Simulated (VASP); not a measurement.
# MgO in VASP: a series of runs, part 2 of 2

VASP 6.6.1. Earlier steps stand in the parts before.

## 4. Single point, PBE (uniaxial x strain +2.5%)

File INCAR:

```
  PREC = Accurate
  ENCUT = 520
  EDIFF = 1E-6
  ISMEAR = -1
  SIGMA = 0.02
  LREAL = False
  LASPH = True
  NELM = 80
  ALGO = Normal
  ISIF = 2
  LWAVE = False
  LCHARG = False
  GGA = PE
  NBANDS = 11
```

File KPOINTS:

```
Automatic mesh
0
Gamma
  10 10 10
```

File POSCAR:

```
MgO
1.0
    0.0000000000      2.1021674158      2.1021674158
    2.1547216012      0.0000000000      2.1021674158
    2.1547216012      2.1021674158      0.0000000000
Mg O
1 1
Direct
    0.0000000000      0.0000000000      0.0000000000
    0.5000000000      0.5000000000      0.5000000000
```

On the command line:

```
$ cat potpaw_PBE.64/Mg/POTCAR potpaw_PBE.64/O/POTCAR > POTCAR
$ mpirun -np 1 vasp_std > vasp.out
```

Run time: 7 s. Hardware: 1 thread of Intel Xeon 6975P-C (Granite Rapids), shared host; peak memory 0.15 GiB.

Results (log left out):

* Free energy: -11.9069 eV
* Pressure: 1.0 GPa
* Band gap on the k mesh: 4.50 eV, direct

Stress tensor (GPa, compression positive):
```
-1.97  0.00  0.00
 0.00  2.52  0.00
 0.00  0.00  2.52
```

Levels at points of the mesh, in eV from the valence-band top:
```
           k point  band 2  band 3  band 4  band 5  band 6  band 7
(0.00, 0.00, 0.00)   -0.05   -0.05    0.00    4.50   15.49   15.75
(0.50, 0.00, 0.00)   -4.57   -0.69   -0.64    7.74   12.35   15.82
(0.50, 0.50, 0.00)   -4.01   -1.47   -1.31    8.98    9.72   12.97
(0.00, 0.50, 0.50)   -4.09   -1.29   -1.29    9.23    9.76   12.65
```

Caveat: the cell differs from its parent crystal (uniaxial x strain +2.5%).

## 5. Single point, PBE (strain along [111] +1.5%)

File INCAR:

```
SYSTEM = MgO
PREC     = Accurate       ! precision mode
ENCUT    = 520            ! plane-wave cutoff, eV
EDIFF    = 1E-6           ! SCF threshold, eV
ISMEAR   = -1             ! smearing method
SIGMA    = 0.02           ! smearing width, eV
LREAL    = .False.        ! projectors in reciprocal space
LASPH    = .True.         ! aspherical terms in the spheres
NELM     = 100            ! most SCF steps
ALGO     = Normal         ! electronic algorithm
ISIF     = 2              ! what is computed and relaxed
LWAVE    = .False.        ! write WAVECAR
LCHARG   = .True.         ! write CHGCAR
GGA      = PE             ! functional
LELF     = .True.         ! ELF
LVHAR    = .True.       
NBANDS   = 11             ! bands
```

File KPOINTS:

```
regular mesh
0
Gamma
  10 10 10
  0 0 0
```

File POSCAR:

```
MgO
1.0
    0.0210216742      2.1231890900      2.1231890900
    2.1231890900      0.0210216742      2.1231890900
    2.1231890900      2.1231890900      0.0210216742
Mg O
1 1
Direct
    0.0000000000      0.0000000000      0.0000000000
    0.5000000000      0.5000000000      0.5000000000
```

Potentials or basis: VASP PAW PBE potentials, release 64 (Mg, O).

On the command line:

```
$ cat potpaw_PBE.64/Mg/POTCAR potpaw_PBE.64/O/POTCAR > POTCAR
$ mpirun -np 1 vasp_std > vasp.out
```

OUTCAR:

```text
SYSTEM = MgO
   PREC = Accurate
   ENCUT = 520
   EDIFF = 1E-6
   ISMEAR = -1
   LREAL = .False.
   LASPH = .True.
   NELM = 100
   ISIF = 2
   GGA = PE

 ion  position               nearest neighbor table
   1  0.000  0.000  0.000-   2 2.11   2 2.11   2 2.11   2 2.11   2 2.11   2 2.11
   2  0.500  0.500  0.500-   1 2.11   1 2.11   1 2.11   1 2.11   1 2.11   1 2.11

  LATTYP: Found a trigonal (rhomboedric) cell.
 ALAT       =     3.0027163926
 COS(alpha) =     0.5098759986

  Lattice vectors:

 A1 = (   0.0210216742,   2.1231890900,   2.1231890900)
 A2 = (   2.1231890900,   0.0210216742,   2.1231890900)
 A3 = (   2.1231890900,   2.1231890900,   0.0210216742)

Analysis of symmetry for initial positions (statically):
=====================================================================
 Subroutine PRICEL returns:
 Original cell was already a primitive cell.

 Routine SETGRP: Setting up the symmetry group for a
 trigonal (rhombohedral) supercell.

 Subroutine GETGRP returns: Found 12 space group operations
 (whereof 12 operations were pure point group operations)
 out of a pool of 12 trial point group operations.

The static configuration has the point symmetry D_3d.

[... 163 lines left out ...]
 cond. band min:       7.7496191535   @ k =   0.0000   0.0000   0.0000
 fundamental gap:      4.5937748573
 Fermi energy:         3.5833999466

 k-point     1 :       0.0000    0.0000    0.0000
  band No.  band energies     occupation
      1     -14.0978      2.00000
      2       3.0426      2.00000
      3       3.1558      2.00000
      4       3.1558      2.00000
      5       7.7496      0.00000
      6      18.5841      0.00000
      7      19.0081      0.00000
      8      19.0081      0.00000
      9      22.7495      0.00000
     10      24.5226      0.00000
     11      24.5226      0.00000
[... 309 lines left out ...]
 k-point    24 :       0.4000    0.3000   -0.0000
  band No.  band energies     occupation
      1     -12.8795      2.00000
      2      -0.4223      2.00000
      3       1.8748      2.00000
      4       1.9908      2.00000
      5      12.5379      0.00000
      6      13.3306      0.00000
      7      16.6168      0.00000
      8      21.0714      0.00000
      9      21.4789      0.00000
     10      27.8697      0.00000
     11      29.8989      0.00000

 [... further k-points ...]
[... 5 lines left out ...]
  --------------------------------------------------------------------------------------
  -------------------------------------------------------------------------------------
  Total        0.2823273      0.2823273      0.2823273     -0.1740515     -0.1740515     -0.1740515
  in kB       23.9864207     23.9864207     23.9864207    -14.7873519    -14.7873519    -14.7873519
  external PRESSURE =      23.9864207 kB  Pullay stress =       0.0000000 kB

 VOLUME and BASIS-vectors are now :
 -----------------------------------------------------------------------------
  energy-cutoff  :      520.00
  volume of cell :       18.86
      direct lattice vectors                 reciprocal lattice vectors
     0.021021674  2.123189090  2.123189090    -0.239021426  0.236678079  0.236678079
     2.123189090  0.021021674  2.123189090     0.236678079 -0.239021426  0.236678079
     2.123189090  2.123189090  0.021021674     0.236678079  0.236678079 -0.239021426

 POSITION                                       TOTAL-FORCE (eV/Angst)
 -----------------------------------------------------------------------------------
      0.00000      0.00000      0.00000         0.000000     -0.000000     -0.000000
      2.13370      2.13370      2.13370        -0.000000      0.000000      0.000000
 -----------------------------------------------------------------------------------
    total drift:                               -0.000000     -0.000000      0.000000

  FREE ENERGIE OF THE ION-ELECTRON SYSTEM (eV)
  ---------------------------------------------------
  free  energy   TOTEN  =       -11.9066915605 eV

  energy  without entropy=      -11.9066915605  energy(sigma->0) =      -11.90669156
```

OSZICAR:

```text
N       E                     dE             d eps       ncg     rms          rms(c)
DAV:   1     0.138754166618E+02    0.13875E+02   -0.45641E+03  2928   0.642E+02
DAV:   2    -0.129198716129E+02   -0.26795E+02   -0.26154E+02  2939   0.136E+02
DAV:   3    -0.134646613361E+02   -0.54479E+00   -0.54444E+00  3058   0.169E+01
DAV:   4    -0.134659115238E+02   -0.12502E-02   -0.12502E-02  2804   0.940E-01
DAV:   5    -0.134659156657E+02   -0.41418E-05   -0.41418E-05  2993   0.523E-02    0.721E+00
DAV:   6    -0.119243705147E+02    0.15415E+01   -0.88443E+00  2663   0.163E+01    0.223E+00
DAV:   7    -0.119123842100E+02    0.11986E-01   -0.58847E-02  2795   0.212E+00    0.134E+00
DAV:   8    -0.119071090137E+02    0.52752E-02   -0.28520E-02  2693   0.189E+00    0.243E-01
DAV:   9    -0.119067091900E+02    0.39982E-03   -0.61998E-04  2942   0.173E-01    0.135E-01
DAV:  10    -0.119066905732E+02    0.18617E-04   -0.52152E-04  2813   0.168E-01    0.892E-03
DAV:  11    -0.119066919430E+02   -0.13697E-05   -0.26985E-06  2978   0.138E-02    0.565E-03
DAV:  12    -0.119066915605E+02    0.38249E-06   -0.63489E-07  1585   0.602E-03
   1 F= -.11906692E+02 E0= -.11906692E+02  d E =-.114072E-11
```

stdout:

```text
POSCAR found type information on POSCAR MgO
 POSCAR found :  2 types and       2 ions
 scaLAPACK will be used
 LDA part: xc-table for (Slater+PW92), standard interpolation
 POSCAR, INCAR and KPOINTS ok, starting setup
 FFT: planning ... GRIDC
 FFT: planning ... GRID_SOFT
 FFT: planning ... GRID
 WAVECAR not read
 entering main loop
```

Run time: 7.5 s. Hardware: 1 thread of Intel Xeon 6975P-C (Granite Rapids), shared host; peak memory 0.16 GiB.

Results:

```yaml
Free_energy: -11.9067 eV
Pressure: 2.4 GPa
Band_gap_on_the_k_mesh: 4.59 eV, direct
```

Caveat: the cell differs from its parent crystal (strain along [111] +1.5%).

## 6. The runs side by side

| level | cell | smearing | gap on the mesh (eV) | pressure (GPa) |
| --- | --- | --- | --- | --- |
| r2SCAN | a = 3.047 Å, angles 60.0°, 2 atoms | gaussian 0.01 eV | 4.94 | -11.7 |
| PBE | a = 3.018, b = 3.018, c = 2.973 Å, angles 60.5, 60.5, 59.0°, 2 atoms | fermi-dirac 0.02 eV | 4.45 | 0.4 |
| PBE | a = 2.973, b = 3.010, c = 3.010 Å, angles 59.2, 60.4, 60.4°, 2 atoms | fermi-dirac 0.02 eV | 4.50 | 1.0 |
| PBE | a = 3.003 Å, angles 59.3°, 2 atoms | fermi-dirac 0.02 eV | 4.59 | 2.4 |

Alike in all rows: task single point; potentials or basis VASP PAW PBE potentials, release 64 (Mg, O); no spin polarisation; k mesh 10 × 10 × 10; cutoff (eV) 520.

Caveats: the PAW data sets were made with another functional, which shifts forces and pressure a little (some runs).

Absolute energies hang on the potentials; compare differences alone.
